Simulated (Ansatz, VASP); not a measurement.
## TiO2 in VASP and in Ansatz

The input POSCAR:

```
TiO2
1.0
    5.1170288072      0.0000000000      0.0000000000
   -2.5585144036      4.4314769389      0.0000000000
    0.0000000000      0.0000000000      5.5754070576
Ti O
3 6
Direct
    0.4661652025      0.0000000000      0.3333333333
    0.0000000000      0.4661652025      0.6666666667
    0.5338347975      0.5338347975      0.0000000000
    0.4189423308      0.2717377456      0.2136010424
    0.7282622544      0.1472045851      0.5469343757
    0.8527954149      0.5810576692      0.8802677091
    0.2717377456      0.4189423308      0.7863989576
    0.1472045851      0.7282622544      0.4530656243
    0.5810576692      0.8527954149      0.1197322909
```

INCAR.step1

```
SYSTEM = TiO2
PREC = Accurate ; ENCUT = 520
ISMEAR = 0 ; SIGMA = 0.05
LREAL = .False. ; LASPH = .True.
NELM = 80 ; NBANDS = 46
GGA = PE ; ALGO = Normal
EDIFF = 1E-4 ; LWAVE = .True.
LCHARG = .False.
```

Contents of INCAR.step2:

```
SYSTEM = TiO2
PREC = Accurate ; ENCUT = 520
EDIFF = 1E-6 ; ISMEAR = 0
SIGMA = 0.05 ; LREAL = .False.
LASPH = .True. ; NELM = 80
ALGO = Normal ; ISIF = 2
LWAVE = .False. ; LCHARG = .False.
METAGGA = R2SCAN ; LMIXTAU = .True.
NBANDS = 46 ; ISTART = 1
```

File KPOINTS:

```
Automatic mesh
0
Gamma
  6 6 4
  0 0 0
```

Input for Ansatz:

```yaml
crystal:
  lattice:
    - [5.1170288072, 0.0, 0.0]
    - [-2.5585144036, 4.4314769389, 0.0]
    - [0.0, 0.0, 5.5754070576]
  atoms:
    - { symbol: Ti, position: [0.4661652025, 0.0, 0.3333333333] }
    - { symbol: Ti, position: [0.0, 0.4661652025, 0.6666666667] }
    - { symbol: Ti, position: [0.5338347975, 0.5338347975, 0.0] }
    - { symbol: O, position: [0.4189423308, 0.2717377456, 0.2136010424] }
    - { symbol: O, position: [0.7282622544, 0.1472045851, 0.5469343757] }
    - { symbol: O, position: [0.8527954149, 0.5810576692, 0.8802677091] }
    - { symbol: O, position: [0.2717377456, 0.4189423308, 0.7863989576] }
    - { symbol: O, position: [0.1472045851, 0.7282622544, 0.4530656243] }
    - { symbol: O, position: [0.5810576692, 0.8527954149, 0.1197322909] }
basis:
  ecutwfc: 500
kpoints:
  mp_grid: { grid: [6, 6, 4] }
hamiltonian:
  xc: r2scan
scf:
  occupations: { method: gaussian, width: 0.05 }
output:
  forces: true
  stress: true
  eigenvalues: true
```

Change from the starting cell: strain -0.080 along x and y, -0.080 along z, atoms carried along.

Alike in both runs: task single point; functional r2SCAN; k mesh 6 × 6 × 4; occupations gaussian, width 0.05 eV; no spin polarisation.

```csv
,VASP,Ansatz
version,VASP 6.6.1,Ansatz 0.2.0
potentials or method,"VASP PAW PBE potentials, release 64 (Ti_sv, O), cutoff 520 eV","scalar-relativistic, plane waves, PAW"
valence electrons in the cell,72,72
```

Ansatz gave:

* gap on the k mesh at the Fermi level (eV): 5.34
* least direct gap on the mesh (eV): 5.36
* pressure (GPa): 53.3
* traceless stress, the component that is largest in VASP (GPa): 0.49
* rms of the force components (eV/Å): 1.714

Which values does VASP return?

gap on the k mesh at the Fermi level (eV): 5.31; least direct gap on the mesh (eV): 5.34; pressure (GPa): 54.7; traceless stress, the component that is largest in VASP (GPa): 0.52; rms of the force components (eV/Å): 1.757.

VASP's potentials were made for PBE, not for r2SCAN. Atom by atom the forces differ by 0.043 eV/Å (rms over components). Both programs put the cell under a high pressure, so it lies far from rest at this level. The functional is the same, so the differences come from potentials, cutoffs and numerics.
